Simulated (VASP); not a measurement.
A run of VASP 6.6.1 is set up as follows.

The input INCAR:

```
PREC = Accurate
ENCUT = 700
EDIFF = 1E-6
ISMEAR = 0
SIGMA = 0.1
LREAL = F
LASPH = T
NELM = 200
ALGO = Normal
ISIF = 2
LWAVE = F
LCHARG = F
ISPIN = 2
MAGMOM = 1 0 0 0 0 0 0 0 0 0
LORBIT = 11
LMAXMIX = 4
GGA = PE
NBANDS = 50
GGA_COMPAT = F
```

KPOINTS

```
Automatic mesh
0
Gamma
  4 4 4
```

POSCAR

```
IrPtC4N4
1.0
    5.8826218900      0.0000000000      0.0000000000
    0.0000000000      5.8826218900      0.0000000000
    0.0000000000      0.0000000000      5.8826218900
Ir Pt C N
1 1 4 4
Direct
    0.5000000000      0.5000000000      0.5000000000
    0.0000000000      0.0000000000      0.0000000000
    0.1881440800      0.1881440800      0.1881440800
    0.1881440800      0.8118559200      0.8118559200
    0.8118559200      0.1881440800      0.8118559200
    0.8118559200      0.8118559200      0.1881440800
    0.3029738000      0.3029738000      0.3029738000
    0.3029738000      0.6970262000      0.6970262000
    0.6970262000      0.3029738000      0.6970262000
    0.6970262000      0.6970262000      0.3029738000
```

Potentials or basis: VASP PAW PBE potentials, release 64 (Ir_sv_GW, Pt_sv_GW, C, N).

Run with:

```console
$ cat potpaw_PBE.64/Ir_sv_GW/POTCAR potpaw_PBE.64/Pt_sv_GW/POTCAR potpaw_PBE.64/C/POTCAR potpaw_PBE.64/N/POTCAR > POTCAR
$ mpirun -np 1 vasp_std > vasp.out
```

(1) What does it give for the site moments?

(2) Estimate the pressure.

(3) Estimate the largest force.

Answers

(1) Ir +1.02; Pt -0.14; C +0.02; N +0.01 μB.

(2) 2.9 GPa.

(3) 3.256 eV/Å.

Caveat: forces of over 1 eV/Å act on the atoms, so gaps and moduli don't describe the material at rest.
